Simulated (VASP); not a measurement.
# CaH (P6/mmm) in VASP: further runs

Runs on CaH. Level: PBE. Tasks: relaxation of cell and atoms.

All numbers are computed with VASP 6.6.1; they aren't measurements. Logs are shortened: lines on timing, memory, paths and dates and some standing lists are left out, and cuts for length are marked.

## Step 1: The cell of the first run

Symmetry: P6/mmm, No. 191, hexagonal system. The conventional cell has a = 5.198 Å, b = 5.198 Å, c = 4.194 Å, α = 90.00°, β = 90.00°, γ = 120.00°. Ca (site symmetry mmm) has 6 H at 2.58 to 2.60 Å and 4 Ca at 2.60 Å within 3.4 Å. H (site symmetry 6/mmm) has 6 Ca at 2.60 Å within 3.4 Å. H (site symmetry -6m2) has 6 Ca at 2.58 Å and 3 H at 3.00 Å within 3.4 Å.

## Step 2: Relaxation of cell and atoms, PBE

Contents of INCAR:

```
ALGO = Normal
EDIFF = 1E-6
EDIFFG = -0.04
ENCUT = 600
GGA = PE
IBRION = 2
ISIF = 3
ISMEAR = 0
LASPH = True
LCHARG = False
LREAL = False
LWAVE = False
NELM = 80
NSW = 90
PREC = Accurate
SIGMA = 0.1
```

Contents of KPOINTS:

```
k-points
0
Gamma
  6 6 4
```

Contents of POSCAR:

```
CaH
1.0
    5.1984116780      0.0000000000      0.0000000000
   -2.5992058390      4.5019565725      0.0000000000
    0.0000000000      0.0000000000      4.1941730584
Ca H
3 3
Direct
    0.5000000000      0.0000000000      0.0000000000
    0.5000000000      0.5000000000      0.0000000000
    0.0000000000      0.5000000000      0.0000000000
    0.0000000000      0.0000000000      0.0000000000
    0.3333333333      0.6666666667      0.5000000000
    0.6666666667      0.3333333333      0.5000000000
```

Potentials or basis: VASP PAW PBE potentials, release 64 (Ca_sv, H).

On the command line:

```
> cat potpaw_PBE.64/Ca_sv/POTCAR potpaw_PBE.64/H/POTCAR > POTCAR
> mpirun -np 1 vasp_std > vasp.out
```

OUTCAR:

```text
EDIFF = 1E-6
   EDIFFG = -0.04
   ENCUT = 600
   GGA = PE
   IBRION = 2
   ISIF = 3
   ISMEAR = 0
   LASPH = True
   LREAL = False
   NELM = 80
   NSW = 90
   PREC = Accurate

 ion  position               nearest neighbor table
   1  0.500  0.000  0.000-   2 2.60   3 2.60   2 2.60   3 2.60
   2  0.500  0.500  0.000-   3 2.60   3 2.60   1 2.60   1 2.60
   3  0.000  0.500  0.000-   2 2.60   2 2.60   1 2.60   1 2.60
   4  0.000  0.000  0.000-
   5  0.333  0.667  0.500-
   6  0.667  0.333  0.500-

  LATTYP: Found a hexagonal cell.
 ALAT       =     5.1984116780
 C/A-ratio  =     0.8068181818

  Lattice vectors:

 A1 = (   5.1984116780,   0.0000000000,   0.0000000000)
 A2 = (  -2.5992058390,   4.5019565725,   0.0000000000)
 A3 = (   0.0000000000,   0.0000000000,   4.1941730584)

Analysis of symmetry for initial positions (statically):
=====================================================================
 Subroutine PRICEL returns:
 Original cell was already a primitive cell.

 Routine SETGRP: Setting up the symmetry group for a
 hexagonal supercell.

 Subroutine GETGRP returns: Found 24 space group operations
 (whereof 24 operations were pure point group operations)
 out of a pool of 24 trial point group operations.

The static configuration has the point symmetry D_6h.

Analysis of symmetry for dynamics (positions and initial velocities):
=====================================================================
 Subroutine PRICEL returns:
 Original cell was already a primitive cell.

 Routine SETGRP: Setting up the symmetry group for a
 hexagonal supercell.

 Subroutine GETGRP returns: Found 24 space group operations
 (whereof 24 operations were pure point group operations)
 out of a pool of 24 trial point group operations.

The dynamic configuration has the point symmetry D_6h.

 Subroutine INISYM returns: Found 24 space group operations
 (whereof 24 operations are pure point group operations),
 and found     1 'primitive' translations

----------------------------------------------------------------------------------------

                                     Primitive cell

  volume of cell :      98.1563

  direct lattice vectors                    reciprocal lattice vectors
     5.198411678  0.000000000  0.000000000     0.192366450  0.111062822  0.000000000
    -2.599205839  4.501956573  0.000000000     0.000000000  0.222125643  0.000000000
     0.000000000  0.000000000  4.194173058     0.000000000  0.000000000  0.238426023
[... 78 lines left out ...]
 SYSTEM =  unknown system
   PREC   = accura    normal or accurate (medium, high low for compatibility)
   ISTART =      0    job   : 0-new  1-cont  2-samecut
   ICHARG =      2    charge: 1-file 2-atom 10-const
   ISPIN  =      1    spin polarized calculation?
   LNONCOLLINEAR =      F non collinear calculations
   LSORBIT =      F    spin-orbit coupling
   LASPH  =      T    aspherical Exc in radial PAW
   ENCUT  =  600.0 eV  44.10 Ry    6.64 a.u.  10.38 10.38  8.38*2*pi/ulx,y,z
   NELM   =     80;   NELMIN=  2; NELMDL= -5     # of ELM steps
   EDIFF  = 0.1E-05   stopping-criterion for ELM
   LREAL  =      F    real-space projection
   EDIFFG = -.4E-01   stopping-criterion for IOM
   NSW    =     90    number of steps for IOM
   IBRION =      2    ionic relax: 0-MD 1-quasi-New 2-CG
   NFREE  =      1    steps in history (QN), initial steepest desc. (CG)
   ISIF   =      3    stress and relaxation
   ISYM   =      2    0-nonsym 1-usesym 2-fastsym
   POTIM  = 0.5000    time-step for ionic-motion
   TEBEG  =    0.0;   TEEND  =   0.0 temperature during run
   PSTRESS=    0.0 pullay stress
   NELECT =      33.0000    total number of electrons
   NUPDOWN=      -1.0000    fix difference up-down
   EMIN   =  10.00;   EMAX   =-10.00  energy-range for DOS
   EFERMI =   0.00;   METHOD = LEGACY
   ISMEAR =     0;   SIGMA  =   0.10  broadening in eV -4-tet -1-fermi 0-gaus
   EFERMI_NEDOS =   21; number of points for ismear=-14 and -15
   IALGO  =     38    algorithm
   IMIX   =      4    mixing-type and parameters
     AMIX     =   0.40;   BMIX     =  1.00
     AMIX_MAG =   1.60;   BMIX_MAG =  1.00
  volume/ion in A,a.u.               =      16.36       110.40
  Fermi-wavevector in a.u.,A,eV,Ry     =   1.138344  2.151157 17.630785  1.295826
  Thomas-Fermi vector in A             =   2.275048
   LORBIT       =      0    0 simple, 1 ext, 2 COOP (PROOUT), +10 PAW based schemes
   GGA     = PE    functional components
   LHFCALC =     F    Hartree Fock is set to
   AEXX    =    0.0000 exact exchange contribution
   IVDW    =     0    specifies the selected vdW correction
   LEPSILON=     F    determine dielectric tensor
   LRPA    =     F    only Hartree local field effects (RPA)
 conjugate gradient relaxation of ions
 non-spin polarized calculation
 Gauss-broadening in eV      SIGMA  =   0.10
  energy-cutoff  :      600.00
  volume of cell :       98.16
 maximum number of plane-waves:      3335
 NGX is ok and might be reduce to    42
   NGX = 21   NGY = 21   NGZ = 17

--------------------------------------- Ionic step        1  -------------------------------------------

 number of electron      32.9999998 magnetization

 Free energy of the ion-electron system (eV)
  ---------------------------------------------------
  ext. energy  EPLUGINS =         0.00000000
  ---------------------------------------------------
  free energy    TOTEN  =       -10.94569248 eV

  energy without entropy =      -10.91590210  energy(sigma->0) =      -10.93079729

------------------------ aborting loop because EDIFF is reached ----------------------------------------

  FORCE on cell =-STRESS in cart. coord.  units (eV):
  Direction    XX          YY          ZZ          XY          YZ          ZX
  --------------------------------------------------------------------------------------
  -------------------------------------------------------------------------------------
  Total       12.0078549     12.0078549     -7.6360659      0.0000000      0.0000000      0.0000000
  in kB      196.0007337    196.0007337   -124.6412893      0.0000000      0.0000000      0.0000000
  external PRESSURE =      89.1200593 kB  Pullay stress =       0.0000000 kB
[... 227 lines left out ...]
--------------------------------------- Ionic step        7  -------------------------------------------

 number of electron      32.9999984 magnetization

 Free energy of the ion-electron system (eV)
  ---------------------------------------------------
  ext. energy  EPLUGINS =         0.00000000
  ---------------------------------------------------
  free energy    TOTEN  =       -14.22525046 eV

  energy without entropy =      -14.17844672  energy(sigma->0) =      -14.20184859

 E-fermi :   2.3538     XC(G=0):  -8.1018

 val. band max:        2.3385747131   @ k =   0.1667   0.1667   0.2500
 cond. band min:       2.3567075938   @ k =   0.3333   0.0000   0.2500
 fundamental gap:      0.0181328807
 Fermi energy:         2.3538032958

 k-point     1 :       0.0000    0.0000    0.0000
  band No.  band energies     occupation
      1     -39.7288      2.00000
      2     -39.6567      2.00000
      3     -39.6567      2.00000
      4     -21.1302      2.00000
      5     -20.8605      2.00000
      6     -20.8605      2.00000
[... 505 lines left out ...]
  FREE ENERGIE OF THE ION-ELECTRON SYSTEM (eV)
  ---------------------------------------------------
  free  energy   TOTEN  =       -14.2252504644 eV

  energy  without entropy=      -14.1784467159  energy(sigma->0) =      -14.20184859

 reached required accuracy - stopping structural energy minimisation
```

OSZICAR:

```text
N       E                     dE             d eps       ncg     rms          rms(c)
DAV:   1     0.337623730177E+03    0.33762E+03   -0.17458E+04   840   0.169E+03
DAV:   2     0.992981224142E+01   -0.32769E+03   -0.32387E+03   852   0.473E+02
DAV:   3    -0.109410295324E+02   -0.20871E+02   -0.19910E+02  1572   0.888E+01
[... 76 lines left out ...]
DAV:   5    -0.142250159980E+02   -0.16700E-02   -0.35015E-03  1392   0.258E-01    0.110E-01
DAV:   6    -0.142251235131E+02   -0.10752E-03   -0.30035E-04  1204   0.128E-01    0.689E-02
DAV:   7    -0.142252533649E+02   -0.12985E-03   -0.21987E-04  1244   0.120E-01    0.105E-02
DAV:   8    -0.142252507486E+02    0.26162E-05   -0.74806E-06   964   0.197E-02    0.249E-03
DAV:   9    -0.142252504644E+02    0.28422E-06   -0.10000E-06   516   0.830E-03
   7 F= -.14225250E+02 E0= -.14201849E+02  d E =-.313404E-01
```

CONTCAR:

```text
CaH
   1.00000000000000
     6.4940914205515092   -0.0000000000000000    0.0000000000000000
    -3.2470457102757546    5.6240481447348474    0.0000000000000000
     0.0000000000000000    0.0000000000000000    3.3885755999244167
  Ca              H
     3     3
Direct
     0.5000000000000000    0.0000000000000000    0.0000000000000000
     0.5000000000000000    0.5000000000000000    0.0000000000000000
     0.0000000000000000    0.5000000000000000    0.0000000000000000
     0.0000000000000000    0.0000000000000000    0.0000000000000000
     0.3333333332999970    0.6666666667000030    0.5000000000000000
     0.6666666667000030    0.3333333332999970    0.5000000000000000

  0.00000000E+00  0.00000000E+00  0.00000000E+00
  0.00000000E+00  0.00000000E+00  0.00000000E+00
  0.00000000E+00  0.00000000E+00  0.00000000E+00
  0.00000000E+00  0.00000000E+00  0.00000000E+00
  0.00000000E+00  0.00000000E+00  0.00000000E+00
  0.00000000E+00  0.00000000E+00  0.00000000E+00
```

It took 4.9 min on 1 thread of AMD EPYC 9R14 (Zen 4), shared host; peak memory 0.23 GiB.

Results:

| Property | Result |
| --- | --- |
| Free energy | -14.2253 eV |
| Relaxed volume | 20.63 Å³/atom |
| Relaxed cell | a = 6.494 Å, b = 6.494 Å, c = 3.389 Å, α = 90.00°, β = 90.00°, γ = 120.00° |
| Space group after relaxing (to 0.1 Å) | P6/mmm (No. 191) |
| Energy gained by relaxing | 546.6 meV/atom |
| Ionic steps | 7 |
| Pressure after relaxing | 0.0 GPa |
| Band gap on the k mesh | zero (an odd number of electrons rules out a gap without spin polarisation) |

Stress tensor (GPa, compression positive):
```
 0.08  0.00  0.00
 0.00  0.08  0.00
 0.00  0.00 -0.20
```

Step by step:
```tsv
step	energy change (eV)	largest force (eV/Å)	pressure (GPa)	volume (Å³)
1	0.0000	0.0000	8.91	98.16
2	-2.0796	0.0000	4.25	110.78
3	-3.2178	0.0000	-0.48	127.19
4	-3.2432	0.0000	-0.86	129.14
5	-3.2482	0.0000	-1.00	129.99
6	-3.2708	0.0000	-0.53	126.77
7	-3.2796	0.0000	-0.02	123.76
```

Final structure:
```xyz
6
Lattice="6.4941 0.0000 0.0000 -3.2470 5.6240 0.0000 0.0000 0.0000 3.3886" Properties=species:S:1:pos:R:3 pbc="T T T"
Ca    3.2470    0.0000    0.0000
Ca    1.6235    2.8120    0.0000
Ca   -1.6235    2.8120    0.0000
H     0.0000    0.0000    0.0000
H     0.0000    3.7494    1.6943
H     3.2470    1.8747    1.6943
```

Levels at points of the mesh, in eV from the Fermi level:
| k point | band 13 | band 14 | band 15 | band 16 | band 17 | band 18 | band 19 | band 20 |
| --- | --- | --- | --- | --- | --- | --- | --- | --- |
| (0.00, 0.00, 0.00) | -6.73 | -4.59 | -3.24 | -0.72 | -0.72 | 0.16 | 1.11 | 1.11 |
| (0.50, 0.00, 0.00) | -6.09 | -5.45 | -3.25 | -0.86 | -0.21 | 0.58 | 0.66 | 1.42 |
| (0.00, 0.00, 0.50) | -5.26 | -4.60 | -2.55 | -1.16 | 0.07 | 0.07 | 0.98 | 0.98 |
| (0.50, 0.00, 0.50) | -5.04 | -4.81 | -1.99 | -0.72 | -0.31 | 0.65 | 0.77 | 1.34 |

Caveat: the k points lie up to 0.46 Å⁻¹ apart in the final cell, too coarse for converged energies and pressures of a metal; the volume moved by over 15 % at a fixed basis, so the end points are rough.

## Step 3: Relaxation of cell and atoms, PBE

This run uses another cell than the first one, of 21.04 Å³/atom.

Contents of INCAR:

```
SYSTEM = CaH
ALGO = Normal
EDIFF = 1E-6
EDIFFG = -0.01
ENCUT = 600
GGA = PE
IBRION = 2
ISIF = 3
ISMEAR = 0
LASPH = .TRUE.
LCHARG = .FALSE.
LREAL = .FALSE.
LWAVE = .FALSE.
NELM = 100
NSW = 100
PREC = Accurate
SIGMA = 0.1
```

Contents of KPOINTS:

```
k-points
0
G
  6 6 12
  0 0 0
```

POSCAR: that of step 2 with these lines changed.

```diff
@@ -2,5 +2,5 @@
 1.0
-    5.1984116780      0.0000000000      0.0000000000
-   -2.5992058390      4.5019565725      0.0000000000
-    0.0000000000      0.0000000000      4.1941730584
+    6.5160901228      0.0000000000      0.0000000000
+   -3.2580450614      5.6430995797      0.0000000000
+    0.0000000000      0.0000000000      3.4326356329
 Ca H
```

Potentials or basis: VASP PAW PBE potentials, release 64 (Ca_sv, H).

On the command line:

```
> cat potpaw_PBE.64/Ca_sv/POTCAR potpaw_PBE.64/H/POTCAR > POTCAR
> mpirun -np 1 vasp_std > vasp.out
```

It took 4 min on 1 thread of AMD EPYC 9R14 (Zen 4), shared host; peak memory 0.33 GiB.

Results (log left out):

```
Free energy                           : -14.3109 eV
Relaxed volume                        : 21.05 Å³/atom
Relaxed cell                          : a = 6.537 Å, b = 6.537 Å, c = 3.413 Å, α = 90.00°, β = 90.00°, γ = 120.00°
Space group after relaxing (to 0.1 Å) : P6/mmm (No. 191)
Energy gained by relaxing             : 0.2 meV/atom
Ionic steps                           : 3
Pressure after relaxing               : 0.0 GPa
Band gap on the k mesh                : zero (an odd number of electrons rules out a gap without spin polarisation)
```

Step by step:
| step | energy change (eV) | largest force (eV/Å) | pressure (GPa) | volume (Å³) |
| --- | --- | --- | --- | --- |
| 1 | 0.0000 | 0.0000 | 0.01 | 126.22 |
| 2 | -0.0009 | 0.0000 | 0.02 | 126.26 |
| 3 | -0.0014 | 0.0000 | 0.02 | 126.30 |

Final structure:
```
CELL_PARAMETERS angstrom
6.53709 0.00000 0.00000
-3.26854 5.66128 0.00000
0.00000 0.00000 3.41287
ATOMIC_POSITIONS crystal
Ca 0.50000 0.00000 0.00000
Ca 0.50000 0.50000 0.00000
Ca 0.00000 0.50000 0.00000
H 0.00000 0.00000 0.00000
H 0.33333 0.66667 0.50000
H 0.66667 0.33333 0.50000
```

Levels at points of the mesh, in eV from the Fermi level:
```tsv
k point	band 14	band 15	band 16	band 17	band 18	band 19	band 20
(0.00, 0.00, 0.00)	-4.49	-3.18	-0.68	-0.68	0.23	1.08	1.08
(0.50, 0.00, 0.00)	-5.34	-3.20	-0.84	-0.16	0.60	0.72	1.32
(0.00, 0.00, 0.50)	-4.50	-2.52	-1.08	0.13	0.13	1.02	1.02
(0.50, 0.00, 0.50)	-4.69	-1.98	-0.67	-0.25	0.69	0.81	1.38
```
